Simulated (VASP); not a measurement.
# AgCl (Cmcm) in VASP: a series of runs

Runs on AgCl. Level: PBEsol. Tasks: electric field gradients.

Everything below comes from runs of VASP 6.6.1. Logs are shortened: lines on timing, memory, paths and dates and some standing lists are left out, and cuts for length are marked.

### 1 The cell of the first run

The structure is orthorhombic, space group Cmcm (No. 63). Conventional cell: a = 3.817 Å, b = 11.335 Å, c = 3.924 Å, α = 90.00°, β = 90.00°, γ = 90.00°. Ag (site symmetry m2m) has 7 Cl at 2.76 to 3.30 Å and 2 Ag at 3.06 Å within 3.6 Å. Cl (site symmetry m2m) has 7 Ag at 2.76 to 3.30 Å and 10 Cl at 3.63 to 3.92 Å within 4.0 Å.

### 2 Electric field gradients, PBEsol (equal xx and yy strain of +2 %)

INCAR

```
PREC = Accurate
ENCUT = 520
EDIFF = 1E-8
ISMEAR = -1
SIGMA = 0.03
LREAL = F
LASPH = T
NELM = 80
ALGO = Normal
ISIF = 2
LWAVE = F
LCHARG = F
GGA = PS
LEFG = T
NBANDS = 26
```

KPOINTS

```
regular mesh
0
Gamma
  9 9 8
```

POSCAR

```
AgCl
1.0
    1.9083278971     -5.6677271405      0.0000000000
    1.9083278971      5.6677271405      0.0000000000
    0.0000000000      0.0000000000      3.9240373500
Ag Cl
2 2
Direct
    0.3965554000      0.6034446000      0.7500000000
    0.6034446000      0.3965554000      0.2500000000
    0.8654487300      0.1345512700      0.2500000000
    0.1345512700      0.8654487300      0.7500000000
```

Potentials or basis: VASP PAW PBE potentials, release 64 (Ag, Cl).

Command:

```
$ cat potpaw_PBE.64/Ag/POTCAR potpaw_PBE.64/Cl/POTCAR > POTCAR
$ mpirun -np 1 vasp_std > vasp.out
```

OUTCAR:

```text
PREC = Accurate
   ENCUT = 520
   EDIFF = 1E-8
   ISMEAR = -1
   LREAL = F
   LASPH = T
   NELM = 80
   ISIF = 2
   GGA = PS

 ion  position               nearest neighbor table
   1  0.397  0.603  0.750-   3 2.76   3 2.76   3 2.76   3 2.76   4 2.97   2 3.06   2 3.06
   2  0.603  0.397  0.250-   4 2.76   4 2.76   4 2.76   4 2.76   3 2.97   1 3.06   1 3.06
   3  0.865  0.135  0.250-   1 2.76   1 2.76   1 2.76   1 2.76   2 2.97
   4  0.135  0.865  0.750-   2 2.76   2 2.76   2 2.76   2 2.76   1 2.97

  LATTYP: Found a base centered orthorhombic cell.
 ALAT       =     3.8166557942
 B/A-ratio  =     2.9699964818
 C/A-ratio  =     1.0281349856

  Lattice vectors:

 A1 = (   1.9083278971,  -5.6677271405,   0.0000000000)
 A2 = (   1.9083278971,   5.6677271405,   0.0000000000)
 A3 = (   0.0000000000,   0.0000000000,   3.9240373500)

Analysis of symmetry for initial positions (statically):
=====================================================================
 Subroutine PRICEL returns:
 Original cell was already a primitive cell.

 Routine SETGRP: Setting up the symmetry group for a
 base centered orthorhombic supercell.

 Subroutine GETGRP returns: Found  8 space group operations
 (whereof  4 operations were pure point group operations)
 out of a pool of  8 trial point group operations.

The static configuration has the point symmetry C_2h.
 The point group associated with its full space group is D_2h.

Analysis of symmetry for dynamics (positions and initial velocities):
=====================================================================
 Subroutine PRICEL returns:
 Original cell was already a primitive cell.

 Routine SETGRP: Setting up the symmetry group for a
 base centered orthorhombic supercell.

 Subroutine GETGRP returns: Found  8 space group operations
 (whereof  4 operations were pure point group operations)
 out of a pool of  8 trial point group operations.

The dynamic configuration has the point symmetry C_2h.
 The point group associated with its full space group is D_2h.

 Subroutine INISYM returns: Found  8 space group operations
 (whereof  4 operations are pure point group operations),
 and found     1 'primitive' translations

----------------------------------------------------------------------------------------

                                     Primitive cell

  volume of cell :      84.8838

  direct lattice vectors                    reciprocal lattice vectors
     1.908327897 -5.667727141  0.000000000     0.262009480 -0.088218785  0.000000000
     1.908327897  5.667727141  0.000000000     0.262009480  0.088218785  0.000000000
     0.000000000  0.000000000  3.924037350     0.000000000  0.000000000  0.254839572

  length of vectors
     5.980371753  5.980371753  3.924037350     0.276462514  0.276462514  0.254839572

  position of ions in fractional coordinates (direct lattice)
     0.396555400  0.603444600  0.750000000
     0.603444600  0.396555400  0.250000000
     0.865448730  0.134551270  0.250000000
     0.134551270  0.865448730  0.750000000

  ion indices of the primitive-cell ions
   primitive index   ion index
                 1           1
                 2           2
                 3           3
                 4           4

----------------------------------------------------------------------------------------

 KPOINTS: regular mesh

Automatic generation of k-mesh.
 Grid dimensions read from file:
 generate k-points for:    9    9    8

 Generating k-lattice:

  Cartesian coordinates                     Fractional coordinates (reciprocal lattice)
     0.029112164 -0.009802087  0.000000000     0.111111111  0.000000000  0.000000000
     0.029112164  0.009802087  0.000000000     0.000000000  0.111111111  0.000000000
     0.000000000  0.000000000  0.031854947     0.000000000  0.000000000  0.125000000

  Length of vectors
     0.030718057  0.030718057  0.031854947

  Shift w.r.t. Gamma in fractional coordinates (k-lattice)
     0.000000000  0.000000000  0.000000000

 Subroutine IBZKPT returns following result:
 ===========================================

 Found    125 irreducible k-points:

 Following reciprocal coordinates:
            Coordinates               Weight
  0.000000  0.000000  0.000000      1.000000
  0.111111 -0.000000  0.000000      4.000000
  0.222222 -0.000000  0.000000      4.000000
  0.333333  0.000000  0.000000      4.000000
  0.444444 -0.000000  0.000000      4.000000
  0.111111  0.111111  0.000000      2.000000
[... 16 lines left out ...]
 -0.333333  0.333333  0.000000      2.000000
  0.444444  0.444444  0.000000      2.000000
 [... further k-points ...]
   k-points           NKPTS =    125   k-points in BZ     NKDIM =    125   number of bands    NBANDS=     26
   number of dos      NEDOS =    301   number of ions     NIONS =      4
   total plane-waves  NPLWV =  69120
   dimension x,y,z NGX =    48 NGY =   48 NGZ =   30
   dimension x,y,z NGXF=    96 NGYF=   96 NGZF=   60
   ions per type =               2   2
   NGX,Y,Z   is equivalent  to a cutoff of  13.34, 13.34, 12.71 a.u.
   NGXF,Y,Z  is equivalent  to a cutoff of  26.69, 26.69, 25.42 a.u.
 SYSTEM =  unknown system
   PREC   = accura    normal or accurate (medium, high low for compatibility)
   ISTART =      0    job   : 0-new  1-cont  2-samecut
   ICHARG =      2    charge: 1-file 2-atom 10-const
   ISPIN  =      1    spin polarized calculation?
   LNONCOLLINEAR =      F non collinear calculations
   LSORBIT =      F    spin-orbit coupling
   LASPH  =      T    aspherical Exc in radial PAW
   ENCUT  =  520.0 eV  38.22 Ry    6.18 a.u.  11.12 11.12  7.30*2*pi/ulx,y,z
   NELM   =     80;   NELMIN=  2; NELMDL= -5     # of ELM steps
   EDIFF  = 0.1E-07   stopping-criterion for ELM
   LREAL  =      F    real-space projection
   EDIFFG = 0.1E-06   stopping-criterion for IOM
   NSW    =      0    number of steps for IOM
   IBRION =     -1    ionic relax: 0-MD 1-quasi-New 2-CG
   NFREE  =      0    steps in history (QN), initial steepest desc. (CG)
   ISIF   =      2    stress and relaxation
   ISYM   =      2    0-nonsym 1-usesym 2-fastsym
   POTIM  = 0.5000    time-step for ionic-motion
   TEBEG  =    0.0;   TEEND  =   0.0 temperature during run
   PSTRESS=    0.0 pullay stress
   NELECT =      36.0000    total number of electrons
   NUPDOWN=      -1.0000    fix difference up-down
   EMIN   =  10.00;   EMAX   =-10.00  energy-range for DOS
   EFERMI =   0.00;   METHOD = LEGACY
   ISMEAR =    -1;   SIGMA  =   0.03  broadening in eV -4-tet -1-fermi 0-gaus
   EFERMI_NEDOS =   21; number of points for ismear=-14 and -15
   IALGO  =     38    algorithm
   IMIX   =      4    mixing-type and parameters
     AMIX     =   0.40;   BMIX     =  1.00
     AMIX_MAG =   1.60;   BMIX_MAG =  1.00
  volume/ion in A,a.u.               =      21.22       143.21
  Fermi-wavevector in a.u.,A,eV,Ry     =   1.229987  2.324339 20.583831  1.512869
  Thomas-Fermi vector in A             =   2.364853
   LORBIT       =      0    0 simple, 1 ext, 2 COOP (PROOUT), +10 PAW based schemes
   GGA     = PS    functional components
   LHFCALC =     F    Hartree Fock is set to
   AEXX    =    0.0000 exact exchange contribution
   IVDW    =     0    specifies the selected vdW correction
   LEPSILON=     F    determine dielectric tensor
   LRPA    =     F    only Hartree local field effects (RPA)
 non-spin polarized calculation
  energy-cutoff  :      520.00
  volume of cell :       84.88
 maximum number of plane-waves:      2305
 NGX is ok and might be reduce to    48
   NGX = 23   NGY = 23   NGZ = 15

 number of electron      36.0000004 magnetization

 Free energy of the ion-electron system (eV)
  ---------------------------------------------------
  ext. energy  EPLUGINS =         0.00000000
  ---------------------------------------------------
  free energy    TOTEN  =       -11.94353768 eV

  energy without entropy =      -11.94351998  energy(sigma->0) =      -11.94352883

 E-fermi :   3.8484     XC(G=0): -10.2835

 val. band max:        3.6423175456   @ k =   0.2222   0.2222   0.0000
 cond. band min:       3.9770714207   @ k =   0.0000   0.0000   0.0000
 fundamental gap:      0.3347538751
 Fermi energy:         3.8484334191

 k-point     1 :       0.0000    0.0000    0.0000
  band No.  band energies     occupation
      1     -11.2646      2.00000
      2     -10.7138      2.00000
      3      -0.6462      2.00000
      4       0.4000      2.00000
      5       0.5298      2.00000
      6       0.6439      2.00000
[... 18 lines left out ...]
     25      13.7571      0.00000
     26      14.5764      0.00000

 k-point     2 :       0.1111   -0.0000    0.0000
  band No.  band energies     occupation
      1     -11.2251      2.00000
      2     -10.7020      2.00000
      3      -0.6430      2.00000
      4       0.0576      2.00000
      5       0.1844      2.00000
      6       0.3737      2.00000
[... 18 lines left out ...]
     25      14.2663      0.00000
     26      14.3477      0.00000

 k-point     3 :       0.2222   -0.0000    0.0000
  band No.  band energies     occupation
      1     -11.1194      2.00000
      2     -10.6747      2.00000
      3      -0.6358      2.00000
      4      -0.5604      2.00000
      5      -0.3305      2.00000
      6      -0.2057      2.00000
[... 18 lines left out ...]
     25      14.0484      0.00000
     26      14.6820      0.00000

 k-point     4 :       0.3333    0.0000    0.0000
  band No.  band energies     occupation
      1     -10.9844      2.00000
      2     -10.6524      2.00000
      3      -1.1582      2.00000
      4      -0.9392      2.00000
      5      -0.5589      2.00000
      6      -0.4953      2.00000
[... 18 lines left out ...]
     25      13.3462      0.00000
     26      14.6415      0.00000
[... 496 lines left out ...]
      1     -11.0578      2.00000
      2     -10.8738      2.00000
      3      -0.4661      2.00000
      4      -0.1986      2.00000
      5       0.3412      2.00000
      6       0.4637      2.00000
[... 18 lines left out ...]
     25      13.6356      0.00000
     26      14.9052      0.00000

 k-point    23 :      -0.3333    0.3333    0.0000
  band No.  band energies     occupation
      1     -11.1304      2.00000
      2     -10.8526      2.00000
      3      -0.5082      2.00000
      4       0.1973      2.00000
      5       0.5280      2.00000
      6       0.6689      2.00000
[... 18 lines left out ...]
     25      13.9362      0.00000
     26      14.3774      0.00000

 k-point    24 :       0.4444    0.4444    0.0000
  band No.  band energies     occupation
      1     -10.9812      2.00000
      2     -10.9511      2.00000
      3      -0.3777      2.00000
      4      -0.3020      2.00000
      5       0.4039      2.00000
      6       0.4290      2.00000
[... 18 lines left out ...]
     25      13.7996      0.00000
     26      14.8269      0.00000

 [... further k-points ...]
[... 5 lines left out ...]
  --------------------------------------------------------------------------------------
  -------------------------------------------------------------------------------------
  Total       -2.6634235     -1.8615673     -2.6611295      0.0000000      0.0000000      0.0000000
  in kB      -50.2719520    -35.1369660    -50.2286527      0.0000000      0.0000000      0.0000000
  external PRESSURE =     -45.2125236 kB  Pullay stress =       0.0000000 kB

 VOLUME and BASIS-vectors are now :
 -----------------------------------------------------------------------------
  energy-cutoff  :      520.00
  volume of cell :       84.88
      direct lattice vectors                 reciprocal lattice vectors
     1.908327897 -5.667727141  0.000000000     0.262009480 -0.088218785  0.000000000
     1.908327897  5.667727141  0.000000000     0.262009480  0.088218785  0.000000000
     0.000000000  0.000000000  3.924037350     0.000000000  0.000000000  0.254839572

 POSITION                                       TOTAL-FORCE (eV/Angst)
 -----------------------------------------------------------------------------------
      1.90833      1.17259      2.94303         0.000000      0.002220     -0.000000
      1.90833     -1.17259      0.98101         0.000000     -0.002220     -0.000000
      1.90833     -4.14253      0.98101         0.000000     -0.052814      0.000000
      1.90833      4.14253      2.94303         0.000000      0.052814     -0.000000
 -----------------------------------------------------------------------------------
    total drift:                                0.000000     -0.000000      0.000000

  FREE ENERGIE OF THE ION-ELECTRON SYSTEM (eV)
  ---------------------------------------------------
  free  energy   TOTEN  =       -11.9435376783 eV

  energy  without entropy=      -11.9435199820  energy(sigma->0) =      -11.94352883

 Electric field gradients (V/A^2)
---------------------------------------------------------------------
 ion       V_xx      V_yy      V_zz      V_xy      V_xz      V_yz
---------------------------------------------------------------------
   1     -25.298    52.556   -27.258     0.000     0.000    -0.000
   2     -25.298    52.556   -27.258     0.000     0.000     0.000
   3      40.832   -58.694    17.862     0.000    -0.000    -0.000
   4      40.832   -58.694    17.862     0.000     0.000    -0.000
---------------------------------------------------------------------

 Electric field gradients after diagonalization (V/A^2)
 (convention: |V_zz| > |V_xx| > |V_yy|)
----------------------------------------------------------------------
 ion       V_xx      V_yy      V_zz     asymmetry (V_yy - V_xx)/ V_zz
----------------------------------------------------------------------
   1     -27.258   -25.298    52.556       0.037
   2     -27.258   -25.298    52.556       0.037
   3      40.832    17.862   -58.694       0.391
   4      40.832    17.862   -58.694       0.391
----------------------------------------------------------------------

           NMR quadrupolar parameters

 Cq : quadrupolar parameter    Cq=e*Q*V_zz/h
 eta: asymmetry parameters     (V_yy - V_xx)/ V_zz
 Q  : nuclear electric quadrupole moment in mb (millibarn)
----------------------------------------------------------------------
 ion       Cq(MHz)       eta       Q (mb)
----------------------------------------------------------------------
   1       0.127       0.037       1.000
   2       0.127       0.037       1.000
   3      -0.142       0.391       1.000
   4      -0.142       0.391       1.000
----------------------------------------------------------------------
```

Run time: 4.3 min. Hardware: 1 thread of Intel Xeon 6975P-C (Granite Rapids), shared host; peak memory 0.4 GiB.

What came out:

```
Free energy                             : -11.9435 eV
Pressure                                : -4.5 GPa
Largest force                           : 0.053 eV/Å
Band gap on the k mesh                  : 0.33 eV (least direct gap 1.78 eV)
Largest electric field gradient by atom : Ag +52.6; Cl -58.7 V/Å²
```

Forces on the atoms (eV/Å):
```
Ag   0.000  0.002  0.000
Ag   0.000 -0.002  0.000
Cl   0.000 -0.053  0.000
Cl   0.000  0.053  0.000
```

Levels at points of the mesh, in eV from the valence-band top:
| k point | band 16 | band 17 | band 18 | band 19 | band 20 | band 21 |
| --- | --- | --- | --- | --- | --- | --- |
| (0.00, 0.00, 0.00) | -1.64 | -1.58 | -1.45 | 0.33 | 3.06 | 7.38 |
| (0.00, 0.00, 0.50) | -1.23 | -0.06 | -0.06 | 4.18 | 4.18 | 6.63 |

Electric field gradients, principal values (V/Å²):
| atom | least | middle | greatest (by size) |
| --- | --- | --- | --- |
| 1 Ag | -25.298 | -27.258 | 52.556 |
| 2 Ag | -25.298 | -27.258 | 52.556 |
| 3 Cl | 17.862 | 40.832 | -58.694 |
| 4 Cl | 17.862 | 40.832 | -58.694 |

Caveat: the cell differs from its parent crystal (equal xx and yy strain of +2 %); the cell stands under tension; semilocal functionals underestimate gaps, and a narrow one can read as zero; without QUAD_EFG the Cq values of the log hold for a quadrupole moment of 1 mb, not for the nuclei; the PAW data sets were made with another functional, which shifts forces and pressure a little. A k mesh can miss the band edges.

[end of part 1 of 2]
